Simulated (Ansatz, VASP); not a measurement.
One calculation of P, two programs

```
CELL_PARAMETERS angstrom
0.00000 1.90496 1.90496
1.90496 0.00000 1.90496
1.90496 1.90496 0.00000
ATOMIC_POSITIONS crystal
P 0.00000 0.00000 0.00000
```

Change from the starting cell: volume scaled by 0.95, LAPW.

Alike in both runs: task single point; functional PBE; k mesh 18 × 18 × 18; occupations fermi-dirac, width 0.1 eV; no spin polarisation.

|  | VASP | Ansatz |
| --- | --- | --- |
| version | VASP 6.6.1 | Ansatz 0.2.0 |
| potentials or method | VASP PAW PBE potentials, release 64 (P), cutoff 520 eV | all-electron LAPW, scalar-relativistic |

```tsv
	VASP	Ansatz	Ansatz less VASP
pressure (GPa)	5.0	5.3	+0.29
```

Ansatz ran all-electron here, and VASP with PAW potentials.
